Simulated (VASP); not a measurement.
A run of VASP 6.6.1 is set up as follows.

Contents of INCAR:

```
PREC     = Accurate       # precision mode
ENCUT    = 520            # plane-wave cutoff, eV
EDIFF    = 1E-6           # SCF threshold, eV
ISMEAR   = 0              # smearing method
SIGMA    = 0.1            # smearing width, eV
LREAL    = F              # projectors in reciprocal space
LASPH    = T              # aspherical terms in the spheres
NELM     = 150            # most SCF steps
ALGO     = Normal         # electronic algorithm
ISIF     = 2              # what is computed and relaxed
LWAVE    = F              # write WAVECAR
LCHARG   = F              # write CHGCAR
ISPIN    = 2              # spin polarisation
MAGMOM   = 0 1 0 0 0 0 0 0 0 0 # initial moments
LORBIT   = 11             # projections on sites
LMAXMIX  = 4              # l up to which the mixer works
GGA      = PE             # functional
NBANDS   = 39             # bands
```

Contents of KPOINTS:

```
regular mesh
0
Gamma
  4 4 4
```

File POSCAR:

```
MgPtC4N4
1.0
    5.9553680300      0.0000000000      0.0000000000
    0.0000000000      5.9553680300      0.0000000000
    0.0000000000      0.0000000000      5.9553680300
Mg Pt C N
1 1 4 4
Direct
    0.0000000000      0.0000000000      0.0000000000
    0.5000000000      0.5000000000      0.5000000000
    0.1919534700      0.1919534700      0.1919534700
    0.1919534700      0.8080465300      0.8080465300
    0.8080465300      0.1919534700      0.8080465300
    0.8080465300      0.8080465300      0.1919534700
    0.3053805100      0.3053805100      0.3053805100
    0.3053805100      0.6946194900      0.6946194900
    0.6946194900      0.3053805100      0.6946194900
    0.6946194900      0.6946194900      0.3053805100
```

Potentials or basis: VASP PAW PBE potentials, release 64 (Mg, Pt, C, N).

Command:

```console
$ cat potpaw_PBE.64/Mg/POTCAR potpaw_PBE.64/Pt/POTCAR potpaw_PBE.64/C/POTCAR potpaw_PBE.64/N/POTCAR > POTCAR
$ mpirun -np 1 vasp_std > vasp.out
```

Question: What does it give for the largest force?

Answer: 1.728 eV/Å.

Question: Predict the band gap on the k mesh.

Answer: Zero (filled and empty bands overlap).

Forces in eV/Å, atoms in the order of the input:
```
Mg   0.000  0.000  0.000
Pt   0.000  0.000  0.000
C    0.998  0.998  0.998
C    0.998 -0.998 -0.998
C   -0.998  0.998 -0.998
C   -0.998 -0.998  0.998
N   -0.116 -0.116 -0.116
N   -0.116  0.116  0.116
N    0.116 -0.116  0.116
N    0.116  0.116 -0.116
```

Caveat: spin-orbit coupling is left out, which moves the levels of the heavy elements; forces of over 1 eV/Å act on the atoms, so gaps and moduli don't describe the material at rest.
